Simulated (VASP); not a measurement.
# Ge (Imma) in VASP: a series of runs, part 3 of 3

VASP 6.6.1. The steps go on from the part before.

**5. Single point, LDA**

This run uses another cell than the first one, of 19.01 Å³/atom, 1.087 times its volume.

INCAR reads:

```
PREC = Accurate
ENCUT = 520
EDIFF = 1E-6
ISMEAR = -1
SIGMA = 0.1
LREAL = False
LASPH = True
NELM = 60
ALGO = Normal
ISIF = 2
LWAVE = False
LCHARG = False
GGA = CA
NBANDS = 21
```

KPOINTS reads:

```
Automatic mesh
0
Gamma
  11 11 11
```

POSCAR reads:

```
Ge
1.0
   -2.4959000000      2.6508600000      1.4369500000
    2.4959000000     -2.6508600000      1.4369500000
    2.4959000000      2.6508600000     -1.4369500000
Ge
2
Direct
    0.1859400000      0.9359400000      0.2500000000
    0.8140600000      0.0640600000      0.7500000000
```

Potentials or basis: VASP PAW LDA potentials, release 64 (Ge_d).

Started as:

```console
$ cat potpaw_LDA.64/Ge_d/POTCAR > POTCAR
$ mpirun -np 1 vasp_std > vasp.out
```

OUTCAR:

```text
PREC = Accurate
   ENCUT = 520
   EDIFF = 1E-6
   ISMEAR = -1
   LREAL = False
   LASPH = True
   NELM = 60
   ISIF = 2
   GGA = CA

 ion  position               nearest neighbor table
   1  0.186  0.936  0.250-   2 2.68   2 2.68   2 2.72   2 2.72
   2  0.814  0.064  0.750-   1 2.68   1 2.68   1 2.72   1 2.72

  LATTYP: Found a body centered orthorhombic cell.
 ALAT       =     2.8739000000
 B/A-ratio  =     1.7369428303
 C/A-ratio  =     1.8447823515

  Lattice vectors:

 A1 = (   2.4959000000,  -2.6508600000,   1.4369500000)
 A2 = (  -2.4959000000,  -2.6508600000,  -1.4369500000)
 A3 = (   2.4959000000,   2.6508600000,  -1.4369500000)

Analysis of symmetry for initial positions (statically):
=====================================================================
 Subroutine PRICEL returns:
 Original cell was already a primitive cell.

 Routine SETGRP: Setting up the symmetry group for a
 body centered orthorhombic supercell.

 Subroutine GETGRP returns: Found  8 space group operations
 (whereof  4 operations were pure point group operations)
 out of a pool of  8 trial point group operations.

The static configuration has the point symmetry C_2h.
 The point group associated with its full space group is D_2h.

Analysis of symmetry for dynamics (positions and initial velocities):
=====================================================================
 Subroutine PRICEL returns:
 Original cell was already a primitive cell.

 Routine SETGRP: Setting up the symmetry group for a
 body centered orthorhombic supercell.

 Subroutine GETGRP returns: Found  8 space group operations
 (whereof  4 operations were pure point group operations)
 out of a pool of  8 trial point group operations.

The dynamic configuration has the point symmetry C_2h.
 The point group associated with its full space group is D_2h.

 Subroutine INISYM returns: Found  8 space group operations
 (whereof  4 operations are pure point group operations),
 and found     1 'primitive' translations

----------------------------------------------------------------------------------------

                                     Primitive cell

  volume of cell :      38.0291

  direct lattice vectors                    reciprocal lattice vectors
    -2.495900000  2.650860000  1.436950000     0.000000000  0.188618033  0.347959219
     2.495900000 -2.650860000  1.436950000     0.200328539  0.000000000  0.347959219
     2.495900000  2.650860000 -1.436950000     0.200328539  0.188618033  0.000000000

  length of vectors
     3.914256105  3.914256105  3.914256105     0.395793356  0.401506092  0.275151387

  position of ions in fractional coordinates (direct lattice)
     0.185940000  0.935940000  0.250000000
     0.814060000  0.064060000  0.750000000

  ion indices of the primitive-cell ions
   primitive index   ion index
                 1           1
                 2           2

----------------------------------------------------------------------------------------

 KPOINTS: Automatic mesh

Automatic generation of k-mesh.
 Grid dimensions read from file:
 generate k-points for:   11   11   11

 Generating k-lattice:

  Cartesian coordinates                     Fractional coordinates (reciprocal lattice)
     0.000000000  0.017147094  0.031632656     0.090909091  0.000000000 -0.000000000
     0.018211685  0.000000000  0.031632656     0.000000000  0.090909091  0.000000000
     0.018211685  0.017147094  0.000000000    -0.000000000  0.000000000  0.090909091

  Length of vectors
     0.035981214  0.036500554  0.025013762

  Shift w.r.t. Gamma in fractional coordinates (k-lattice)
     0.000000000  0.000000000  0.000000000

 Subroutine IBZKPT returns following result:
 ===========================================

 Found    216 irreducible k-points:

 Following reciprocal coordinates:
            Coordinates               Weight
  0.000000  0.000000  0.000000      1.000000
  0.090909  0.000000 -0.000000      4.000000
  0.181818  0.000000 -0.000000      4.000000
  0.272727  0.000000 -0.000000      4.000000
  0.363636 -0.000000  0.000000      4.000000
  0.454545  0.000000 -0.000000      4.000000
[... 16 lines left out ...]
  0.454545  0.181818  0.000000      8.000000
 -0.454545  0.181818  0.000000      8.000000
 [... further k-points ...]
   k-points           NKPTS =    216   k-points in BZ     NKDIM =    216   number of bands    NBANDS=     21
   number of dos      NEDOS =    301   number of ions     NIONS =      2
   total plane-waves  NPLWV =  27000
   dimension x,y,z NGX =    30 NGY =   30 NGZ =   30
   dimension x,y,z NGXF=    60 NGYF=   60 NGZF=   60
   ions per type =               2
   NGX,Y,Z   is equivalent  to a cutoff of  12.74, 12.74, 12.74 a.u.
   NGXF,Y,Z  is equivalent  to a cutoff of  25.48, 25.48, 25.48 a.u.
 SYSTEM =  unknown system
   PREC   = accura    normal or accurate (medium, high low for compatibility)
   ISTART =      0    job   : 0-new  1-cont  2-samecut
   ICHARG =      2    charge: 1-file 2-atom 10-const
   ISPIN  =      1    spin polarized calculation?
   LNONCOLLINEAR =      F non collinear calculations
   LSORBIT =      F    spin-orbit coupling
   LASPH  =      T    aspherical Exc in radial PAW
   ENCUT  =  520.0 eV  38.22 Ry    6.18 a.u.   7.28  7.28  7.28*2*pi/ulx,y,z
   NELM   =     60;   NELMIN=  2; NELMDL= -5     # of ELM steps
   EDIFF  = 0.1E-05   stopping-criterion for ELM
   LREAL  =      F    real-space projection
   EDIFFG = 0.1E-04   stopping-criterion for IOM
   NSW    =      0    number of steps for IOM
   IBRION =     -1    ionic relax: 0-MD 1-quasi-New 2-CG
   NFREE  =      0    steps in history (QN), initial steepest desc. (CG)
   ISIF   =      2    stress and relaxation
   ISYM   =      2    0-nonsym 1-usesym 2-fastsym
   POTIM  = 0.5000    time-step for ionic-motion
   TEBEG  =    0.0;   TEEND  =   0.0 temperature during run
   PSTRESS=    0.0 pullay stress
   NELECT =      28.0000    total number of electrons
   NUPDOWN=      -1.0000    fix difference up-down
   EMIN   =  10.00;   EMAX   =-10.00  energy-range for DOS
   EFERMI =   0.00;   METHOD = LEGACY
   ISMEAR =    -1;   SIGMA  =   0.10  broadening in eV -4-tet -1-fermi 0-gaus
   EFERMI_NEDOS =   21; number of points for ismear=-14 and -15
   IALGO  =     38    algorithm
   IMIX   =      4    mixing-type and parameters
     AMIX     =   0.40;   BMIX     =  1.00
     AMIX_MAG =   1.60;   BMIX_MAG =  1.00
  volume/ion in A,a.u.               =      19.01       128.32
  Fermi-wavevector in a.u.,A,eV,Ry     =   1.478276  2.793537 29.732825  2.185301
  Thomas-Fermi vector in A             =   2.592577
   LORBIT       =      0    0 simple, 1 ext, 2 COOP (PROOUT), +10 PAW based schemes
   GGA     = CA    functional components
   LHFCALC =     F    Hartree Fock is set to
   AEXX    =    0.0000 exact exchange contribution
   IVDW    =     0    specifies the selected vdW correction
   LEPSILON=     F    determine dielectric tensor
   LRPA    =     F    only Hartree local field effects (RPA)
 non-spin polarized calculation
  energy-cutoff  :      520.00
  volume of cell :       38.03
 maximum number of plane-waves:      1044
 NGX is ok and might be reduce to    30
   NGX = 15   NGY = 15   NGZ = 15

 number of electron      28.0000014 magnetization

 Free energy of the ion-electron system (eV)
  ---------------------------------------------------
  ext. energy  EPLUGINS =         0.00000000
  ---------------------------------------------------
  free energy    TOTEN  =        -9.99521574 eV

  energy without entropy =       -9.96840418  energy(sigma->0) =       -9.98180996

 E-fermi :   6.2546     XC(G=0): -11.4745

 val. band max:        6.2500083551   @ k =  -0.2727   0.3636   0.1818
 cond. band min:       6.2620162734   @ k =   0.4545   0.2727   0.0909
 fundamental gap:      0.0120079183
 Fermi energy:         6.2545639618

 k-point     1 :       0.0000    0.0000    0.0000
  band No.  band energies     occupation
      1     -18.5778      2.00000
      2     -18.5005      2.00000
      3     -18.4988      2.00000
      4     -18.4954      2.00000
      5     -18.4624      2.00000
      6     -18.4252      2.00000
[... 13 lines left out ...]
     20      17.0617      0.00000
     21      18.9518      0.00000

 k-point     2 :       0.0909    0.0000   -0.0000
  band No.  band energies     occupation
      1     -18.5716      2.00000
      2     -18.4943      2.00000
      3     -18.4914      2.00000
      4     -18.4868      2.00000
      5     -18.4641      2.00000
      6     -18.4276      2.00000
[... 520 lines left out ...]
 k-point    24 :      -0.4545    0.1818    0.0000
  band No.  band energies     occupation
      1     -18.5067      2.00000
      2     -18.4715      2.00000
      3     -18.4611      2.00000
      4     -18.4447      2.00000
      5     -18.4381      2.00000
      6     -18.4036      2.00000
[... 13 lines left out ...]
     20      17.1253      0.00000
     21      17.3291      0.00000

 [... further k-points ...]
[... 5 lines left out ...]
  --------------------------------------------------------------------------------------
  -------------------------------------------------------------------------------------
  Total       -0.7529019     -1.1374759     -1.0657500      0.0000000      0.0000000      0.0000000
  in kB      -31.7200110    -47.9222450    -44.9004077      0.0000000      0.0000000      0.0000000
  external PRESSURE =     -41.5142212 kB  Pullay stress =       0.0000000 kB

 VOLUME and BASIS-vectors are now :
 -----------------------------------------------------------------------------
  energy-cutoff  :      520.00
  volume of cell :       38.03
      direct lattice vectors                 reciprocal lattice vectors
    -2.495900000  2.650860000  1.436950000     0.000000000  0.188618033  0.347959219
     2.495900000 -2.650860000  1.436950000     0.200328539  0.000000000  0.347959219
     2.495900000  2.650860000 -1.436950000     0.200328539  0.188618033  0.000000000

 POSITION                                       TOTAL-FORCE (eV/Angst)
 -----------------------------------------------------------------------------------
      2.49590     -1.32543      1.25285        -0.000000      0.000000     -0.060067
      0.00000      3.97629      0.18410         0.000000     -0.000000      0.060067
 -----------------------------------------------------------------------------------
    total drift:                                0.000000      0.000000     -0.000000

  FREE ENERGIE OF THE ION-ELECTRON SYSTEM (eV)
  ---------------------------------------------------
  free  energy   TOTEN  =        -9.9952157361 eV

  energy  without entropy=       -9.9684041814  energy(sigma->0) =       -9.98180996
```

OSZICAR:

```text
N       E                     dE             d eps       ncg     rms          rms(c)
DAV:   1     0.176005923101E+03    0.17601E+03   -0.14347E+04 10347   0.372E+03
DAV:   2     0.139135942370E+02   -0.16209E+03   -0.15743E+03  9127   0.595E+02
DAV:   3    -0.936271636789E+01   -0.23276E+02   -0.23075E+02 10327   0.132E+02
DAV:   4    -0.100232707755E+02   -0.66055E+00   -0.66002E+00 10278   0.257E+01
DAV:   5    -0.100330976407E+02   -0.98269E-02   -0.98266E-02 10271   0.345E+00    0.207E+00
DAV:   6    -0.100067497019E+02    0.26348E-01   -0.22205E-02 12354   0.238E+00    0.114E+00
DAV:   7    -0.999556215498E+01    0.11188E-01   -0.14128E-02 12395   0.162E+00    0.110E-01
DAV:   8    -0.999521795905E+01    0.34420E-03   -0.19831E-03 11317   0.774E-01    0.400E-02
DAV:   9    -0.999521590560E+01    0.20534E-05   -0.48559E-05 11063   0.853E-02    0.102E-02
DAV:  10    -0.999521573613E+01    0.16948E-06   -0.36147E-06  9713   0.261E-02
   1 F= -.99952157E+01 E0= -.99818100E+01  d E =-.268116E-01
```

It took 2 min on 1 thread of Intel Xeon Platinum 8124M at 3.00GHz (Skylake/Cascade Lake), shared host; peak memory 0.25 GiB.

What came out:

* Free energy: -9.9952 eV
* Pressure: -4.2 GPa
* Largest force: 0.060 eV/Å
* Band gap on the k mesh: zero (band 14 reaches 8.29 eV, above the bottom of band 15 at 3.16 eV)

Forces in eV/Å, atoms in the order of the input:
```
Ge   0.000  0.000 -0.060
Ge   0.000  0.000  0.060
```

**6. Summary**

```csv
cell,gap on the mesh (eV),pressure (GPa),largest force (eV/Å)
"a = 3.807 Å, angles 100.8, 94.7, 136.9°, 2 atoms",none,2.3,0.05
"a = 3.843 Å, angles 100.8, 94.7, 136.9°, 2 atoms",none,-0.2,0.06
"a = 3.879 Å, angles 100.8, 94.7, 136.9°, 2 atoms",none,-2.3,0.06
"a = 3.914 Å, angles 100.8, 94.7, 136.9°, 2 atoms",none,-4.2,0.06
```

Alike in all rows: task single point; level LDA; potentials or basis VASP PAW LDA potentials, release 64 (Ge_d); no spin polarisation; k mesh 11 × 11 × 11; cutoff (eV) 520; smearing fermi-dirac 0.1 eV.

Total energies depend on the potentials used, so only differences within one code and one set of settings carry meaning.
